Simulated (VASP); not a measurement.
# Ga3Se (P4/mmm) in VASP: notebook, part 3 of 3

VASP 6.6.1. The steps go on from the part before.

## Step 4: Single point, PBE+D3(BJ) (strain +0.030 along x and y, +0.015 along z)

INCAR

```
SYSTEM = Ga3Se
PREC = Accurate ; ENCUT = 520
EDIFF = 1E-6 ; ISMEAR = 0
SIGMA = 0.15 ; LREAL = .False.
LASPH = .True. ; NELM = 80
ALGO = Normal ; ISIF = 2
LWAVE = .False. ; LCHARG = .False.
GGA = PE ; IVDW = 12
NBANDS = 30
```

KPOINTS

```
Automatic mesh
0
Gamma
  12 12 12
  0 0 0
```

POSCAR

```
Ga3Se
1.0
    4.4533186252      0.0000000000      0.0000000000
    0.0000000000      4.4533186252      0.0000000000
    0.0000000000      0.0000000000      4.3884644704
Ga Se
3 1
Direct
    0.0000000000      0.5000000000      0.5000000000
    0.5000000000      0.0000000000      0.5000000000
    0.5000000000      0.5000000000      0.0000000000
    0.0000000000      0.0000000000      0.0000000000
```

Potentials or basis: VASP PAW PBE potentials, release 64 (Ga_d, Se).

Run with:

```console
> cat potpaw_PBE.64/Ga_d/POTCAR potpaw_PBE.64/Se/POTCAR > POTCAR
> mpirun -np 1 vasp_std > vasp.out
```

OUTCAR:

```text
SYSTEM = Ga3Se
   PREC = Accurate
   ENCUT = 520
   EDIFF = 1E-6
   ISMEAR = 0
   LREAL = .False.
   LASPH = .True.
   NELM = 80
   ISIF = 2
   GGA = PE
   IVDW = 12
 IVDW          = 12

 ion  position               nearest neighbor table
   1  0.000  0.500  0.500-
   2  0.500  0.000  0.500-
   3  0.500  0.500  0.000-
   4  0.000  0.000  0.000-

  LATTYP: Found a simple tetragonal cell.
 ALAT       =     4.4533186252
 C/A-ratio  =     0.9854368932

  Lattice vectors:

 A1 = (   4.4533186252,   0.0000000000,   0.0000000000)
 A2 = (   0.0000000000,   4.4533186252,   0.0000000000)
 A3 = (   0.0000000000,   0.0000000000,   4.3884644704)

Analysis of symmetry for initial positions (statically):
=====================================================================
 Subroutine PRICEL returns:
 Original cell was already a primitive cell.

 Routine SETGRP: Setting up the symmetry group for a
 simple tetragonal supercell.

 Subroutine GETGRP returns: Found 16 space group operations
 (whereof 16 operations were pure point group operations)
 out of a pool of 16 trial point group operations.

The static configuration has the point symmetry D_4h.

Analysis of symmetry for dynamics (positions and initial velocities):
=====================================================================
 Subroutine PRICEL returns:
 Original cell was already a primitive cell.

 Routine SETGRP: Setting up the symmetry group for a
 simple tetragonal supercell.

 Subroutine GETGRP returns: Found 16 space group operations
 (whereof 16 operations were pure point group operations)
 out of a pool of 16 trial point group operations.

The dynamic configuration has the point symmetry D_4h.

 Subroutine INISYM returns: Found 16 space group operations
 (whereof 16 operations are pure point group operations),
 and found     1 'primitive' translations

----------------------------------------------------------------------------------------
[... 117 lines left out ...]
     AMIX_MAG =   1.60;   BMIX_MAG =  1.00
  volume/ion in A,a.u.               =      21.76       146.83
  Fermi-wavevector in a.u.,A,eV,Ry     =   1.313971  2.483044 23.490711  1.726519
  Thomas-Fermi vector in A             =   2.444256
   LORBIT       =      0    0 simple, 1 ext, 2 COOP (PROOUT), +10 PAW based schemes
   GGA     = PE    functional components
   LHFCALC =     F    Hartree Fock is set to
   AEXX    =    0.0000 exact exchange contribution
   IVDW    =    12    specifies the selected vdW correction
   LEPSILON=     F    determine dielectric tensor
   LRPA    =     F    only Hartree local field effects (RPA)
 non-spin polarized calculation
 Gauss-broadening in eV      SIGMA  =   0.15
  energy-cutoff  :      520.00
  volume of cell :       87.03
 maximum number of plane-waves:      2376
 NGX is ok and might be reduce to    36
   NGX = 17   NGY = 17   NGZ = 17

 number of electron      44.9999956 magnetization

 Free energy of the ion-electron system (eV)
  ---------------------------------------------------
  ext. energy  EPLUGINS =         0.00000000
  ---------------------------------------------------
  free energy    TOTEN  =       -12.42716640 eV

  energy without entropy =      -12.40988171  energy(sigma->0) =      -12.41852406

 E-fermi :   4.6242     XC(G=0): -10.2715

 val. band max:        4.6166887253   @ k =   0.3333   0.2500   0.0833
 cond. band min:       4.6259350992   @ k =   0.4167   0.0000   0.0000
 fundamental gap:      0.0092463739
 Fermi energy:         4.6241577802

 k-point     1 :       0.0000    0.0000    0.0000
  band No.  band energies     occupation
      1     -10.4055      2.00000
      2     -10.3874      2.00000
      3     -10.3874      2.00000
      4     -10.3807      2.00000
      5     -10.3393      2.00000
      6     -10.3304      2.00000
[... 781 lines left out ...]
     29       9.2039      0.00000
     30      10.4120      0.00000

 [... further k-points ...]

------------------------ aborting loop because EDIFF is reached ----------------------------------------

 Edisp (eV)   -1.17250

 E8    (eV) :    -0.5274

  FORCE on cell =-STRESS in cart. coord.  units (eV):
  Direction    XX          YY          ZZ          XY          YZ          ZX
  --------------------------------------------------------------------------------------
  -------------------------------------------------------------------------------------
  Total      -1.51389    -1.51389    -1.52385     0.00000    -0.00000     0.00000
  in kB     -27.86923   -27.86923   -28.05264     0.00000    -0.00000     0.00000
  external pressure =      -27.93 kB  Pullay stress =        0.00 kB

 VOLUME and BASIS-vectors are now :
 -----------------------------------------------------------------------------
  energy-cutoff  :      520.00
  volume of cell :       87.03
      direct lattice vectors                 reciprocal lattice vectors
     4.453318625  0.000000000  0.000000000     0.224551640  0.000000000  0.000000000
     0.000000000  4.453318625  0.000000000     0.000000000  0.224551640  0.000000000
     0.000000000  0.000000000  4.388464470     0.000000000  0.000000000  0.227870137

 POSITION                                       TOTAL-FORCE (eV/Angst)
 -----------------------------------------------------------------------------------
      0.00000      2.22666      2.19423         0.000000      0.000000      0.000000
      2.22666      0.00000      2.19423         0.000000      0.000000      0.000000
      2.22666      2.22666      0.00000         0.000000      0.000000      0.000000
      0.00000      0.00000      0.00000         0.000000      0.000000      0.000000
 -----------------------------------------------------------------------------------
    total drift:                                0.000000      0.000000      0.000000

  FREE ENERGIE OF THE ION-ELECTRON SYSTEM (eV)
  ---------------------------------------------------
  free  energy   TOTEN  =       -13.5996687802 eV

  energy  without entropy=      -13.5823840826  energy(sigma->0) =      -13.59102643
```

OSZICAR:

```text
N       E                     dE             d eps       ncg     rms          rms(c)
DAV:   1     0.313291525908E+03    0.31329E+03   -0.21737E+04 12050   0.246E+03
DAV:   2     0.277270666814E+02   -0.28556E+03   -0.27675E+03 12148   0.521E+02
DAV:   3    -0.109428975247E+02   -0.38670E+02   -0.37382E+02 13652   0.140E+02
DAV:   4    -0.125388568872E+02   -0.15960E+01   -0.15842E+01 13738   0.288E+01
DAV:   5    -0.125758025831E+02   -0.36946E-01   -0.36925E-01 13478   0.442E+00    0.311E+00
DAV:   6    -0.124368514769E+02    0.13895E+00   -0.38426E-01 16142   0.574E+00    0.180E+00
DAV:   7    -0.124302408191E+02    0.66107E-02   -0.56434E-02 13242   0.121E+00    0.792E-01
DAV:   8    -0.124272407264E+02    0.30001E-02   -0.90745E-03 14766   0.891E-01    0.777E-02
DAV:   9    -0.124271236711E+02    0.11706E-03   -0.18632E-03 14190   0.763E-01    0.413E-02
DAV:  10    -0.124271550407E+02   -0.31370E-04   -0.27483E-04 14596   0.257E-01    0.334E-02
DAV:  11    -0.124271669398E+02   -0.11899E-04   -0.71357E-05 15302   0.102E-01    0.762E-03
DAV:  12    -0.124271664040E+02    0.53578E-06   -0.90467E-06 13602   0.925E-02
   1 F= -.13599669E+02 E0= -.13591026E+02  d E =-.172847E-01
```

It took 6.5 min on 1 thread of Intel Xeon Platinum 8259CL at 2.50GHz (Skylake/Cascade Lake), shared host; peak memory 0.53 GiB.

What came out:

```yaml
Free_energy: -13.5997 eV
Pressure: -2.8 GPa
Band_gap_on_the_k_mesh: zero (an odd number of electrons rules out a gap without spin polarisation)
Dispersion_energy_per_atom: -0.293 eV
```

Caveat: the cell differs from its parent crystal (strain +0.030 along x and y, +0.015 along z).

## Step 5: The runs side by side

```tsv
cell	gap on the mesh (eV)	pressure (GPa)
a = 4.324, b = 4.324, c = 4.453 Å, 4 atoms	none	-1.2
a = 4.388, b = 4.388, c = 4.324 Å, 4 atoms	none	-1.2
a = 4.453, b = 4.453, c = 4.388 Å, 4 atoms	none	-2.8
```

Alike in all rows: task single point; level PBE+D3(BJ); potentials or basis VASP PAW PBE potentials, release 64 (Ga_d, Se); no spin polarisation; k mesh 12 × 12 × 12; cutoff (eV) 520; smearing gaussian 0.15 eV.

Total energies depend on the potentials used, so only differences within one code and one set of settings carry meaning.
